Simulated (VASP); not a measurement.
# KZnCl3 in VASP: further runs

Aim: see how the results for KZnCl3 move with the level of theory and the settings. Levels: r2SCAN, PBE. Tasks: single point.

Program: VASP 6.6.1. These are calculated values, not measurements. Logs are shortened: lines on timing, memory, paths and dates and some standing lists are left out, and cuts for length are marked.

### 1 The cell of the first run

The structure is cubic, space group Pm-3m (No. 221). The conventional cell has a = 5.047 Å, b = 5.047 Å, c = 5.047 Å, α = 90.00°, β = 90.00°, γ = 90.00°. K (site symmetry m-3m) has 12 Cl at 3.57 Å and 8 Zn at 4.37 Å within 4.7 Å. Within 3.3 Å of Zn (site symmetry m-3m) lie 6 Cl at 2.52 Å. Within 3.3 Å of Cl (site symmetry 4/mmm) lie 2 Zn at 2.52 Å.

### 2 Single point, r2SCAN (strain +3.0%)

Contents of POSCAR:

```
KZnCl3
1.0
    5.0471185334      0.0000000000      0.0000000000
    0.0000000000      5.0471185334      0.0000000000
    0.0000000000      0.0000000000      5.0471185334
K Zn Cl
1 1 3
Direct
    0.0000000000      0.0000000000      0.0000000000
    0.5000000000      0.5000000000      0.5000000000
    0.5000000000      0.5000000000      0.0000000000
    0.5000000000      0.0000000000      0.5000000000
    0.0000000000      0.5000000000      0.5000000000
```

Contents of INCAR.step1:

```
ALGO = Normal ; EDIFF = 1E-4
ENCUT = 520 ; GGA = PE
ISMEAR = 0 ; LASPH = True
LCHARG = False ; LREAL = False
LWAVE = True ; NBANDS = 29
NELM = 100 ; PREC = Accurate
SIGMA = 0.01
```

Contents of INCAR.step2:

```
ALGO = Normal ; EDIFF = 1E-6
ENCUT = 520 ; ISIF = 2
ISMEAR = 0 ; ISTART = 1
LASPH = True ; LCHARG = False
LMIXTAU = True ; LREAL = False
LWAVE = False ; METAGGA = R2SCAN
NBANDS = 29 ; NELM = 100
PREC = Accurate ; SIGMA = 0.01
```

Contents of KPOINTS:

```
k-points
0
Gamma
  6 6 6
```

Potentials or basis: VASP PAW PBE potentials, release 64 (K_sv, Zn, Cl).

Launch:

```bash
$ cat potpaw_PBE.64/K_sv/POTCAR potpaw_PBE.64/Zn/POTCAR potpaw_PBE.64/Cl/POTCAR > POTCAR
$ cp INCAR.step1 INCAR
$ mpirun -np 1 vasp_std > vasp.out
$ cp INCAR.step2 INCAR
$ mpirun -np 1 vasp_std > vasp.out
```

OUTCAR:

```text
EDIFF = 1E-6
   ENCUT = 520
   ISIF = 2
   ISMEAR = 0
   ISTART = 1
   LASPH = True
   LREAL = False
   METAGGA = R2SCAN
   NELM = 100
   PREC = Accurate

 ion  position               nearest neighbor table
   1  0.000  0.000  0.000-
   2  0.500  0.500  0.500-   3 2.52   4 2.52   5 2.52   3 2.52   4 2.52   5 2.52
   3  0.500  0.500  0.000-   2 2.52   2 2.52
   4  0.500  0.000  0.500-   2 2.52   2 2.52
   5  0.000  0.500  0.500-   2 2.52   2 2.52

  LATTYP: Found a simple cubic cell.
 ALAT       =     5.0471185334

  Lattice vectors:

 A1 = (   5.0471185334,   0.0000000000,   0.0000000000)
 A2 = (   0.0000000000,   5.0471185334,   0.0000000000)
 A3 = (   0.0000000000,   0.0000000000,   5.0471185334)

Analysis of symmetry for initial positions (statically):
=====================================================================
 Subroutine PRICEL returns:
 Original cell was already a primitive cell.

 Routine SETGRP: Setting up the symmetry group for a
 simple cubic supercell.

 Subroutine GETGRP returns: Found 48 space group operations
 (whereof 48 operations were pure point group operations)
 out of a pool of 48 trial point group operations.

The static configuration has the point symmetry O_h .

Analysis of symmetry for dynamics (positions and initial velocities):
=====================================================================
 Subroutine PRICEL returns:
 Original cell was already a primitive cell.

 Routine SETGRP: Setting up the symmetry group for a
 simple cubic supercell.

 Subroutine GETGRP returns: Found 48 space group operations
 (whereof 48 operations were pure point group operations)
 out of a pool of 48 trial point group operations.

The dynamic configuration has the point symmetry O_h .

 Subroutine INISYM returns: Found 48 space group operations
 (whereof 48 operations are pure point group operations),
 and found     1 'primitive' translations

----------------------------------------------------------------------------------------

                                     Primitive cell

  volume of cell :     128.5673
[... 84 lines left out ...]
   ISPIN  =      1    spin polarized calculation?
   LNONCOLLINEAR =      F non collinear calculations
   LSORBIT =      F    spin-orbit coupling
   LASPH  =      T    aspherical Exc in radial PAW
   ENCUT  =  520.0 eV  38.22 Ry    6.18 a.u.   9.38  9.38  9.38*2*pi/ulx,y,z
   NELM   =    100;   NELMIN=  2; NELMDL=  0     # of ELM steps
   EDIFF  = 0.1E-05   stopping-criterion for ELM
   LREAL  =      F    real-space projection
   EDIFFG = 0.1E-04   stopping-criterion for IOM
   NSW    =      0    number of steps for IOM
   IBRION =     -1    ionic relax: 0-MD 1-quasi-New 2-CG
   NFREE  =      0    steps in history (QN), initial steepest desc. (CG)
   ISIF   =      2    stress and relaxation
   ISYM   =      2    0-nonsym 1-usesym 2-fastsym
   POTIM  = 0.5000    time-step for ionic-motion
   TEBEG  =    0.0;   TEEND  =   0.0 temperature during run
   PSTRESS=    0.0 pullay stress
   NELECT =      42.0000    total number of electrons
   NUPDOWN=      -1.0000    fix difference up-down
   EMIN   =  10.00;   EMAX   =-10.00  energy-range for DOS
   EFERMI =   0.00;   METHOD = LEGACY
   ISMEAR =     0;   SIGMA  =   0.01  broadening in eV -4-tet -1-fermi 0-gaus
   EFERMI_NEDOS =   21; number of points for ismear=-14 and -15
   IALGO  =     38    algorithm
   IMIX   =      4    mixing-type and parameters
     AMIX     =   0.40;   BMIX     =  1.00
     AMIX_MAG =   1.60;   BMIX_MAG =  1.00
  volume/ion in A,a.u.               =      25.71       173.52
  Fermi-wavevector in a.u.,A,eV,Ry     =   1.127494  2.130656 17.296322  1.271244
  Thomas-Fermi vector in A             =   2.264181
   LORBIT       =      0    0 simple, 1 ext, 2 COOP (PROOUT), +10 PAW based schemes
   METAGGA = R2SCAN    functional components
   LHFCALC =     F    Hartree Fock is set to
   AEXX    =    0.0000 exact exchange contribution
   IVDW    =     0    specifies the selected vdW correction
   LEPSILON=     F    determine dielectric tensor
   LRPA    =     F    only Hartree local field effects (RPA)
 non-spin polarized calculation
 Gauss-broadening in eV      SIGMA  =   0.01
  energy-cutoff  :      520.00
  volume of cell :      128.57
 maximum number of plane-waves:      3489
 NGX is ok and might be reduce to    40
   NGX = 19   NGY = 19   NGZ = 19

 number of electron      42.0000025 magnetization

 Free energy of the ion-electron system (eV)
  ---------------------------------------------------
  ext. energy  EPLUGINS =         0.00000000
  ---------------------------------------------------
  free energy    TOTEN  =       -41.30097978 eV

  energy without entropy =      -41.30097978  energy(sigma->0) =      -41.30097978

 E-fermi :  -0.7958     XC(G=0):  -8.8271

 val. band max:       -0.9068302336   @ k =   0.5000   0.5000   0.5000
 cond. band min:       1.0469033450   @ k =   0.0000   0.0000   0.0000
 fundamental gap:      1.9537335786
 Fermi energy:        -0.7958389297

 k-point     1 :       0.0000    0.0000    0.0000
  band No.  band energies     occupation
      1     -29.9526      2.00000
      2     -15.1427      2.00000
      3     -14.3113      2.00000
      4     -14.3113      2.00000
      5     -12.6523      2.00000
      6     -12.6523      2.00000
[... 629 lines left out ...]
     28       8.9430      0.00000
     29       8.9430      0.00000

------------------------ aborting loop because EDIFF is reached ----------------------------------------

  FORCE on cell =-STRESS in cart. coord.  units (eV):
  Direction    XX          YY          ZZ          XY          YZ          ZX
  --------------------------------------------------------------------------------------
  -------------------------------------------------------------------------------------
  Total       -2.4216497     -2.4216497     -2.4216497     -0.0000000      0.0000000      0.0000000
  in kB      -30.1780654    -30.1780654    -30.1780654     -0.0000000      0.0000000      0.0000000
  external PRESSURE =     -30.1780654 kB  Pullay stress =       0.0000000 kB

 VOLUME and BASIS-vectors are now :
 -----------------------------------------------------------------------------
  energy-cutoff  :      520.00
  volume of cell :      128.57
      direct lattice vectors                 reciprocal lattice vectors
     5.047118533  0.000000000  0.000000000     0.198132854  0.000000000  0.000000000
     0.000000000  5.047118533  0.000000000     0.000000000  0.198132854  0.000000000
     0.000000000  0.000000000  5.047118533     0.000000000  0.000000000  0.198132854

 POSITION                                       TOTAL-FORCE (eV/Angst)
 -----------------------------------------------------------------------------------
      0.00000      0.00000      0.00000         0.000000      0.000000      0.000000
      2.52356      2.52356      2.52356         0.000000      0.000000      0.000000
      2.52356      2.52356      0.00000         0.000000      0.000000      0.000000
      2.52356      0.00000      2.52356         0.000000      0.000000      0.000000
      0.00000      2.52356      2.52356         0.000000      0.000000      0.000000
 -----------------------------------------------------------------------------------
    total drift:                               -0.000000      0.000000     -0.000000

  FREE ENERGIE OF THE ION-ELECTRON SYSTEM (eV)
  ---------------------------------------------------
  free  energy   TOTEN  =       -41.3009797806 eV

  energy  without entropy=      -41.3009797806  energy(sigma->0) =      -41.30097978
```

OSZICAR.step1:

```text
N       E                     dE             d eps       ncg     rms          rms(c)
DAV:   1     0.345976591928E+03    0.34598E+03   -0.19131E+04  1160   0.144E+03
DAV:   2     0.197862372906E+02   -0.32619E+03   -0.31050E+03  1335   0.343E+02
DAV:   3    -0.146870910661E+02   -0.34473E+02   -0.34274E+02  1385   0.111E+02
DAV:   4    -0.156757787722E+02   -0.98869E+00   -0.98659E+00  1926   0.190E+01
DAV:   5    -0.156929621728E+02   -0.17183E-01   -0.17175E-01  1649   0.193E+00    0.632E+00
DAV:   6    -0.147174663188E+02    0.97550E+00   -0.15242E+00  1724   0.376E+01    0.486E+00
DAV:   7    -0.146460868795E+02    0.71379E-01   -0.14968E+00  1491   0.669E+00    0.263E+00
DAV:   8    -0.146430136931E+02    0.30732E-02   -0.17672E-01  1601   0.422E+00    0.849E-01
DAV:   9    -0.146406730570E+02    0.23406E-02   -0.26014E-02  1659   0.296E+00    0.139E-01
DAV:  10    -0.146409341760E+02   -0.26112E-03   -0.42011E-03  1441   0.686E-01    0.756E-02
DAV:  11    -0.146411532197E+02   -0.21904E-03   -0.66246E-04  1539   0.274E-01    0.303E-02
DAV:  12    -0.146411224528E+02    0.30767E-04   -0.31254E-04  1404   0.232E-01
   1 F= -.14641122E+02 E0= -.14641122E+02  d E =-.188277E-25
```

Wall time 1.8 min (1 thread of Intel Xeon 6975P-C (Granite Rapids), shared host); peak memory 0.29 GiB.

Results:

```
Free energy            : -41.3010 eV
Pressure               : -3.0 GPa
Band gap on the k mesh : 1.95 eV (least direct gap 2.42 eV)
```

Levels at points of the mesh, in eV from the valence-band top:
```
           k point  band 18  band 19  band 20  band 21  band 22  band 23  band 24  band 25
(0.00, 0.00, 0.00)    -0.71    -0.47    -0.47    -0.47     1.95     6.11     7.76     7.76
(0.50, 0.00, 0.00)    -0.95    -0.92    -0.60    -0.60     4.64     8.02     8.26     9.05
(0.50, 0.50, 0.00)    -0.99    -0.99    -0.20    -0.02     6.50     8.02     8.02     9.12
(0.50, 0.50, 0.50)    -0.19     0.00     0.00     0.00     6.99     6.99     6.99     7.46
```

Caveat: the cell differs from its parent crystal (strain +3.0%); the cell stands under tension; the PAW data sets were made with another functional, which shifts forces and pressure a little.

### 3 Single point, PBE (uniaxial x strain -4.0%)

Contents of INCAR:

```
SYSTEM = KZnCl3
PREC     = Accurate       ! precision mode
ENCUT    = 520            ! plane-wave cutoff, eV
EDIFF    = 1E-7           ! SCF threshold, eV
ISMEAR   = -1             ! smearing method
SIGMA    = 0.02           ! smearing width, eV
LREAL    = .False.        ! projectors in reciprocal space
LASPH    = .True.         ! aspherical terms in the spheres
NELM     = 100            ! most SCF steps
ALGO     = Normal         ! electronic algorithm
ISIF     = 2              ! what is computed and relaxed
LWAVE    = .False.        ! write WAVECAR
LCHARG   = .False.        ! write CHGCAR
GGA      = PE             ! functional
NBANDS   = 29             ! bands
```

Contents of KPOINTS:

```
Automatic mesh
0
Gamma
  6 6 6
  0 0 0
```

POSCAR: that of step 2 with these lines changed.

```diff
@@ -2,5 +2,5 @@
 1.0
-    5.0471185334      0.0000000000      0.0000000000
-    0.0000000000      5.0471185334      0.0000000000
-    0.0000000000      0.0000000000      5.0471185334
+    4.7041104778      0.0000000000      0.0000000000
+    0.0000000000      4.9001150810      0.0000000000
+    0.0000000000      0.0000000000      4.9001150810
 K Zn Cl
```

Potentials or basis: VASP PAW PBE potentials, release 64 (K_sv, Zn, Cl).

Launch:

```bash
$ cat potpaw_PBE.64/K_sv/POTCAR potpaw_PBE.64/Zn/POTCAR potpaw_PBE.64/Cl/POTCAR > POTCAR
$ mpirun -np 1 vasp_std > vasp.out
```

Wall time 46 s (1 thread of Intel Xeon 6975P-C (Granite Rapids), shared host); peak memory 0.27 GiB.

It converged, with:

* Free energy: -14.5453 eV
* Pressure: 3.7 GPa
* Band gap on the k mesh: 1.64 eV (least direct gap 2.27 eV)

Stress tensor (GPa, compression positive):
```
5.07 0.00 0.00
0.00 3.01 0.00
0.00 0.00 3.01
```

Levels at points of the mesh, in eV from the valence-band top:
```
           k point  band 17  band 18  band 19  band 20  band 21  band 22  band 23  band 24  band 25  band 26
(0.00, 0.00, 0.00)    -1.02    -0.95    -0.68    -0.63    -0.63     1.64     5.53     6.83     6.97     7.68
(0.50, 0.00, 0.00)    -1.33    -1.33    -1.30    -0.85    -0.85     5.07     7.61     7.73     8.70     8.72
(0.00, 0.50, 0.00)    -1.28    -1.23    -1.18    -0.85    -0.81     4.54     7.40     7.72     8.36     8.77
(0.50, 0.50, 0.00)    -1.48    -1.39    -1.31    -0.13    -0.06     6.91     7.30     7.82     8.59     9.05
(0.00, 0.50, 0.50)    -1.64    -1.25    -1.25    -0.21    -0.18     6.48     7.49     7.49     8.59     9.02
(0.50, 0.50, 0.50)    -0.18    -0.16    -0.11    -0.11     0.00     6.21     6.21     6.64     6.66     9.09
```

Caveat: the cell differs from its parent crystal (uniaxial x strain -4.0%); the cell stands under pressure. A k mesh can miss the band edges.

### 4 Single point, PBE (shear xy strain -1.5%)

Contents of INCAR:

```
PREC = Accurate
ENCUT = 520
EDIFF = 1E-6
ISMEAR = -1
SIGMA = 0.02
LREAL = False
LASPH = True
NELM = 100
ALGO = Normal
ISIF = 2
LWAVE = False
LCHARG = False
GGA = PE
NBANDS = 29
```

Contents of KPOINTS:

```
regular mesh
0
Gamma
  6 6 6
```

POSCAR: that of step 3 with these lines changed.

```diff
@@ -2,4 +2,4 @@
 1.0
-    4.7041104778      0.0000000000      0.0000000000
-    0.0000000000      4.9001150810      0.0000000000
+    4.9001150810     -0.0367508631      0.0000000000
+   -0.0367508631      4.9001150810      0.0000000000
     0.0000000000      0.0000000000      4.9001150810
```

Launch:

```bash
$ cat potpaw_PBE.64/K_sv/POTCAR potpaw_PBE.64/Zn/POTCAR potpaw_PBE.64/Cl/POTCAR > POTCAR
$ mpirun -np 1 vasp_std > vasp.out
```

Run time: 52 s. Hardware: 1 thread of Intel Xeon 6975P-C (Granite Rapids), shared host; peak memory 0.3 GiB.

It converged, with:

```yaml
Free_energy: -14.6405 eV
Pressure: 1.7 GPa
Band_gap_on_the_k_mesh: 1.59 eV (least direct gap 2.08 eV)
```

Stress tensor (GPa, compression positive):
```
1.66 0.30 0.00
0.30 1.66 0.00
0.00 0.00 1.66
```

Levels at points of the mesh, in eV from the valence-band top:
```
           k point  band 18  band 19  band 20  band 21  band 22  band 23  band 24  band 25
(0.00, 0.00, 0.00)    -0.81    -0.56    -0.53    -0.49     1.59     5.55     7.05     7.05
(0.50, 0.00, 0.00)    -1.08    -1.08    -0.70    -0.70     4.56     7.49     7.75     8.55
(0.50, 0.50, 0.00)    -1.16    -1.13    -0.09    -0.02     6.52     7.48     7.56     8.59
(0.00, 0.00, 0.50)    -1.09    -1.08    -0.76    -0.63     4.56     7.49     7.75     8.55
(0.50, 0.00, 0.50)    -1.14    -1.14    -0.07    -0.05     6.52     7.52     7.52     8.59
(0.50, 0.50, 0.50)    -0.05    -0.03    -0.02     0.00     6.34     6.40     6.45     6.75
```

Caveat: the cell differs from its parent crystal (shear xy strain -1.5%).

### 5 The runs side by side

| level | cell | smearing | gap on the mesh (eV) | pressure (GPa) |
| --- | --- | --- | --- | --- |
| r2SCAN | a = 5.047 Å, 5 atoms | gaussian 0.01 eV | 1.95 | -3.0 |
| PBE | a = 4.704, b = 4.900, c = 4.900 Å, 5 atoms | fermi-dirac 0.02 eV | 1.64 | 3.7 |
| PBE | a = 4.900 Å, angles 90.0, 90.0, 90.9°, 5 atoms | fermi-dirac 0.02 eV | 1.59 | 1.7 |

Alike in all rows: task single point; potentials or basis VASP PAW PBE potentials, release 64 (K_sv, Zn, Cl); no spin polarisation; k mesh 6 × 6 × 6; cutoff (eV) 520.

Caveats: the cell stands under tension (at least some runs); the PAW data sets were made with another functional, which shifts forces and pressure a little (at least some runs); the cell stands under pressure (at least some runs).

Absolute energies hang on the potentials; compare differences alone.
